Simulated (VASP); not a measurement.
# Ga (Cmcm) in VASP: single point with PBEsol

Aim: the single point of Ga with PBEsol.

Program: VASP 6.6.1. These are calculated values, not measurements. Logs are shortened: lines on timing, memory, paths and dates and some standing lists are left out, and cuts for length are marked.

### 1 The cell of the first run

Symmetry: Cmcm, No. 63, orthorhombic system. Conventional cell: a = 2.958 Å, b = 8.293 Å, c = 3.170 Å, α = 90.00°, β = 90.00°, γ = 90.00°. Within 3.6 Å of Ga (site symmetry m2m) lie 10 Ga at 2.72 to 3.17 Å.

### 2 Single point, PBEsol (strain +0.0200 x Voigt [1, 1, 0, 0, 0, 0])

INCAR reads:

```
PREC = Accurate
ENCUT = 520
EDIFF = 1E-7
ISMEAR = 0
SIGMA = 0.15
LREAL = False
LASPH = True
NELM = 60
ALGO = Fast
ISIF = 2
LWAVE = False
LCHARG = True
GGA = PS
LELF = True
LVHAR = True
NBANDS = 20
```

KPOINTS reads:

```
regular mesh
0
Gamma
  18 18 16
```

POSCAR reads:

```
Ga
1.0
    1.4790000000     -4.1463000000      0.0000000000
    1.4790000000      4.1463000000      0.0000000000
    0.0000000000      0.0000000000      3.1700000000
Ga
2
Direct
    0.8670000000      0.1330000000      0.2500000000
    0.1330000000      0.8670000000      0.7500000000
```

Potentials or basis: VASP PAW PBE potentials, release 64 (Ga_d).

On the command line:

```bash
> cat potpaw_PBE.64/Ga_d/POTCAR > POTCAR
> mpirun -np 1 vasp_std > vasp.out
```

OUTCAR:

```text
PREC = Accurate
   ENCUT = 520
   EDIFF = 1E-7
   ISMEAR = 0
   LREAL = False
   LASPH = True
   NELM = 60
   ISIF = 2
   GGA = PS

 ion  position               nearest neighbor table
   1  0.867  0.133  0.250-   2 2.72   2 2.72   2 2.91   2 2.91   2 2.91   2 2.91
   2  0.133  0.867  0.750-   1 2.72   1 2.72   1 2.91   1 2.91   1 2.91   1 2.91

  LATTYP: Found a base centered orthorhombic cell.
 ALAT       =     2.9580000000
 B/A-ratio  =     2.8034482759
 C/A-ratio  =     1.0716700473

  Lattice vectors:

 A1 = (   1.4790000000,  -4.1463000000,   0.0000000000)
 A2 = (   1.4790000000,   4.1463000000,   0.0000000000)
 A3 = (   0.0000000000,   0.0000000000,   3.1700000000)

Analysis of symmetry for initial positions (statically):
=====================================================================
 Subroutine PRICEL returns:
 Original cell was already a primitive cell.

 Routine SETGRP: Setting up the symmetry group for a
 base centered orthorhombic supercell.

 Subroutine GETGRP returns: Found  8 space group operations
 (whereof  4 operations were pure point group operations)
 out of a pool of  8 trial point group operations.

The static configuration has the point symmetry C_2h.
 The point group associated with its full space group is D_2h.

Analysis of symmetry for dynamics (positions and initial velocities):
=====================================================================
 Subroutine PRICEL returns:
 Original cell was already a primitive cell.

 Routine SETGRP: Setting up the symmetry group for a
 base centered orthorhombic supercell.

 Subroutine GETGRP returns: Found  8 space group operations
 (whereof  4 operations were pure point group operations)
 out of a pool of  8 trial point group operations.

The dynamic configuration has the point symmetry C_2h.
 The point group associated with its full space group is D_2h.

 Subroutine INISYM returns: Found  8 space group operations
 (whereof  4 operations are pure point group operations),
 and found     1 'primitive' translations

----------------------------------------------------------------------------------------

                                     Primitive cell

  volume of cell :      38.8793

  direct lattice vectors                    reciprocal lattice vectors
     1.479000000 -4.146300000  0.000000000     0.338066261 -0.120589441  0.000000000
     1.479000000  4.146300000  0.000000000     0.338066261  0.120589441  0.000000000
     0.000000000  0.000000000  3.170000000     0.000000000  0.000000000  0.315457413

  length of vectors
     4.402186353  4.402186353  3.170000000     0.358929812  0.358929812  0.315457413

  position of ions in fractional coordinates (direct lattice)
     0.867000000  0.133000000  0.250000000
     0.133000000  0.867000000  0.750000000

  ion indices of the primitive-cell ions
   primitive index   ion index
                 1           1
                 2           2

----------------------------------------------------------------------------------------

 KPOINTS: regular mesh

Automatic generation of k-mesh.
 Grid dimensions read from file:
 generate k-points for:   18   18   16

 Generating k-lattice:

  Cartesian coordinates                     Fractional coordinates (reciprocal lattice)
     0.018781459 -0.006699413  0.000000000     0.055555556 -0.000000000  0.000000000
     0.018781459  0.006699413  0.000000000    -0.000000000  0.055555556  0.000000000
     0.000000000  0.000000000  0.019716088     0.000000000  0.000000000  0.062500000

  Length of vectors
     0.019940545  0.019940545  0.019716088

  Shift w.r.t. Gamma in fractional coordinates (k-lattice)
     0.000000000  0.000000000  0.000000000

 Subroutine IBZKPT returns following result:
 ===========================================

 Found    819 irreducible k-points:

 Following reciprocal coordinates:
            Coordinates               Weight
  0.000000  0.000000  0.000000      1.000000
  0.055556 -0.000000  0.000000      4.000000
  0.111111 -0.000000  0.000000      4.000000
  0.166667 -0.000000  0.000000      4.000000
  0.222222 -0.000000  0.000000      4.000000
  0.277778 -0.000000  0.000000      4.000000
[... 16 lines left out ...]
 -0.277778  0.055556  0.000000      4.000000
 -0.222222  0.055556  0.000000      4.000000
 [... further k-points ...]
   k-points           NKPTS =    819   k-points in BZ     NKDIM =    819   number of bands    NBANDS=     20
   number of dos      NEDOS =    301   number of ions     NIONS =      2
   total plane-waves  NPLWV =  31104
   dimension x,y,z NGX =    36 NGY =   36 NGZ =   24
   dimension x,y,z NGXF=    72 NGYF=   72 NGZF=   48
   ions per type =               2
   NGX,Y,Z   is equivalent  to a cutoff of  13.60, 13.60, 12.59 a.u.
   NGXF,Y,Z  is equivalent  to a cutoff of  27.19, 27.19, 25.17 a.u.
 SYSTEM =  unknown system
   PREC   = accura    normal or accurate (medium, high low for compatibility)
   ISTART =      0    job   : 0-new  1-cont  2-samecut
   ICHARG =      2    charge: 1-file 2-atom 10-const
   ISPIN  =      1    spin polarized calculation?
   LNONCOLLINEAR =      F non collinear calculations
   LSORBIT =      F    spin-orbit coupling
   LASPH  =      T    aspherical Exc in radial PAW
   ENCUT  =  520.0 eV  38.22 Ry    6.18 a.u.   8.19  8.19  5.89*2*pi/ulx,y,z
   NELM   =     60;   NELMIN=  2; NELMDL= -5     # of ELM steps
   EDIFF  = 0.1E-06   stopping-criterion for ELM
   LREAL  =      F    real-space projection
   EDIFFG = 0.1E-05   stopping-criterion for IOM
   NSW    =      0    number of steps for IOM
   IBRION =     -1    ionic relax: 0-MD 1-quasi-New 2-CG
   NFREE  =      0    steps in history (QN), initial steepest desc. (CG)
   ISIF   =      2    stress and relaxation
   ISYM   =      2    0-nonsym 1-usesym 2-fastsym
   POTIM  = 0.5000    time-step for ionic-motion
   TEBEG  =    0.0;   TEEND  =   0.0 temperature during run
   PSTRESS=    0.0 pullay stress
   NELECT =      26.0000    total number of electrons
   NUPDOWN=      -1.0000    fix difference up-down
   EMIN   =  10.00;   EMAX   =-10.00  energy-range for DOS
   EFERMI =   0.00;   METHOD = LEGACY
   ISMEAR =     0;   SIGMA  =   0.15  broadening in eV -4-tet -1-fermi 0-gaus
   EFERMI_NEDOS =   21; number of points for ismear=-14 and -15
   IALGO  =     68    algorithm
   IMIX   =      4    mixing-type and parameters
     AMIX     =   0.40;   BMIX     =  1.00
     AMIX_MAG =   1.60;   BMIX_MAG =  1.00
  volume/ion in A,a.u.               =      19.44       131.19
  Fermi-wavevector in a.u.,A,eV,Ry     =   1.431616  2.705362 27.885474  2.049525
  Thomas-Fermi vector in A             =   2.551333
   LORBIT       =      0    0 simple, 1 ext, 2 COOP (PROOUT), +10 PAW based schemes
   GGA     = PS    functional components
   LHFCALC =     F    Hartree Fock is set to
   AEXX    =    0.0000 exact exchange contribution
   IVDW    =     0    specifies the selected vdW correction
   LEPSILON=     F    determine dielectric tensor
   LRPA    =     F    only Hartree local field effects (RPA)
 non-spin polarized calculation
 RMM-DIIS sequential band-by-band and
 Gauss-broadening in eV      SIGMA  =   0.15
  energy-cutoff  :      520.00
  volume of cell :       38.88
 maximum number of plane-waves:      1072
 NGX is ok and might be reduce to    36
   NGX = 17   NGY = 17   NGZ = 11

 number of electron      25.9999990 magnetization

 Free energy of the ion-electron system (eV)
  ---------------------------------------------------
  ext. energy  EPLUGINS =         0.00000000
  ---------------------------------------------------
  free energy    TOTEN  =        -6.62543833 eV

  energy without entropy =       -6.61655670  energy(sigma->0) =       -6.62099751

 E-fermi :   5.1280     XC(G=0): -10.9597

 val. band max:        5.1253374612   @ k =   0.2778   0.1111   0.0000
 cond. band min:       5.1355195857   @ k =   0.2778  -0.0000   0.0625
 fundamental gap:      0.0101821245
 Fermi energy:         5.1280280629

 k-point     1 :       0.0000    0.0000    0.0000
  band No.  band energies     occupation
      1      -9.9400      2.00000
      2      -9.9092      2.00000
      3      -9.8509      2.00000
      4      -9.8317      2.00000
      5      -9.6712      2.00000
      6      -9.6525      2.00000
[... 12 lines left out ...]
     19      16.2307      0.00000
     20      16.4077      0.00000

 k-point     2 :       0.0556   -0.0000    0.0000
  band No.  band energies     occupation
      1      -9.9372      2.00000
      2      -9.9075      2.00000
      3      -9.8500      2.00000
      4      -9.8209      2.00000
      5      -9.6743      2.00000
      6      -9.6558      2.00000
[... 12 lines left out ...]
     19      16.2052      0.00000
     20      17.2844      0.00000

 k-point     3 :       0.1111   -0.0000    0.0000
  band No.  band energies     occupation
      1      -9.9292      2.00000
      2      -9.9024      2.00000
      3      -9.8431      2.00000
      4      -9.7954      2.00000
      5      -9.6830      2.00000
      6      -9.6653      2.00000
[... 12 lines left out ...]
     19      16.9392      0.00000
     20      18.4405      0.00000

 k-point     4 :       0.1667   -0.0000    0.0000
  band No.  band energies     occupation
      1      -9.9170      2.00000
      2      -9.8947      2.00000
      3      -9.8299      2.00000
      4      -9.7650      2.00000
      5      -9.6929      2.00000
      6      -9.6803      2.00000
[... 12 lines left out ...]
     19      17.2506      0.00000
     20      19.9605      0.00000

 k-point     5 :       0.2222   -0.0000    0.0000
  band No.  band energies     occupation
      1      -9.9023      2.00000
      2      -9.8854      2.00000
      3      -9.8141      2.00000
      4      -9.7536      2.00000
      5      -9.6992      2.00000
      6      -9.6826      2.00000
[... 12 lines left out ...]
     19      17.3426      0.00000
     20      20.5606      0.00000
[... 353 lines left out ...]
      6      -9.6684      2.00000
[... 12 lines left out ...]
     19      16.1391      0.00000
     20      17.7121      0.00000

 k-point    22 :      -0.3333    0.0556    0.0000
  band No.  band energies     occupation
      1      -9.8793      2.00000
      2      -9.8641      2.00000
      3      -9.8087      2.00000
      4      -9.7750      2.00000
      5      -9.7293      2.00000
      6      -9.6645      2.00000
[... 12 lines left out ...]
     19      16.7907      0.00000
     20      18.5036      0.00000

 k-point    23 :      -0.2778    0.0556    0.0000
  band No.  band energies     occupation
      1      -9.8941      2.00000
      2      -9.8739      2.00000
      3      -9.8262      2.00000
      4      -9.7581      2.00000
      5      -9.7082      2.00000
      6      -9.6811      2.00000
[... 12 lines left out ...]
     19      16.8534      0.00000
     20      19.8551      0.00000

 k-point    24 :      -0.2222    0.0556    0.0000
  band No.  band energies     occupation
      1      -9.9098      2.00000
      2      -9.8844      2.00000
      3      -9.8445      2.00000
      4      -9.7542      2.00000
      5      -9.7041      2.00000
      6      -9.6881      2.00000
[... 12 lines left out ...]
     19      16.8227      0.00000
     20      19.6206      0.00000

 [... further k-points ...]

------------------------ aborting loop because EDIFF is reached ----------------------------------------

  FORCE on cell =-STRESS in cart. coord.  units (eV):
  Direction    XX          YY          ZZ          XY          YZ          ZX
  --------------------------------------------------------------------------------------
  -------------------------------------------------------------------------------------
  Total       -1.3056615     -0.7206226     -0.5019120      0.0000000      0.0000000      0.0000000
  in kB      -53.8050492    -29.6961624    -20.6833098      0.0000000      0.0000000      0.0000000
  external PRESSURE =     -34.7281738 kB  Pullay stress =       0.0000000 kB

 VOLUME and BASIS-vectors are now :
 -----------------------------------------------------------------------------
  energy-cutoff  :      520.00
  volume of cell :       38.88
      direct lattice vectors                 reciprocal lattice vectors
     1.479000000 -4.146300000  0.000000000     0.338066261 -0.120589441  0.000000000
     1.479000000  4.146300000  0.000000000     0.338066261  0.120589441  0.000000000
     0.000000000  0.000000000  3.170000000     0.000000000  0.000000000  0.315457413

 POSITION                                       TOTAL-FORCE (eV/Angst)
 -----------------------------------------------------------------------------------
      1.47900     -3.04338      0.79250         0.000000      0.182485     -0.000000
      1.47900      3.04338      2.37750         0.000000     -0.182485      0.000000
 -----------------------------------------------------------------------------------
    total drift:                                0.000000     -0.000000     -0.000000

  FREE ENERGIE OF THE ION-ELECTRON SYSTEM (eV)
  ---------------------------------------------------
  free  energy   TOTEN  =        -6.6254383264 eV

  energy  without entropy=       -6.6165566982  energy(sigma->0) =       -6.62099751
```

Run time: 12 min. Hardware: 1 thread of Intel Xeon Platinum 8488C (Sapphire Rapids), shared host; peak memory 0.58 GiB.

What came out:

```yaml
Free_energy: -6.6254 eV
Pressure: -3.5 GPa
Largest_force: 0.182 eV/Å
Band_gap_on_the_k_mesh: zero (bands 13 and 14 overlap by 9.35 eV)
```

Forces in eV/Å, atoms in the order of the input:
```
Ga   0.000  0.182  0.000
Ga   0.000 -0.182  0.000
```

Levels at points of the mesh, in eV from the Fermi level:
| k point | band 11 | band 12 | band 13 | band 14 | band 15 | band 16 |
| --- | --- | --- | --- | --- | --- | --- |
| (0.00, 0.00, 0.00) | -10.95 | -2.25 | -1.78 | 3.19 | 6.81 | 7.35 |
| (0.50, 0.00, 0.00) | -6.69 | -5.31 | -1.75 | -0.59 | 6.18 | 6.78 |
| (0.50, 0.50, 0.00) | -9.01 | -8.40 | 5.32 | 5.42 | 6.01 | 7.03 |
| (0.00, 0.00, 0.50) | -7.13 | -7.13 | 1.83 | 1.83 | 2.33 | 2.33 |
| (0.50, 0.00, 0.50) | -3.04 | -3.04 | -1.50 | -1.50 | 1.82 | 1.82 |
| (0.50, 0.50, 0.50) | -5.43 | -5.43 | -4.03 | -4.03 | 9.17 | 9.17 |

Caveat: the cell differs from its parent crystal (strain +0.0200 x Voigt [1, 1, 0, 0, 0, 0]); the cell stands under tension; the PAW data sets were made with another functional, which shifts forces and pressure a little.
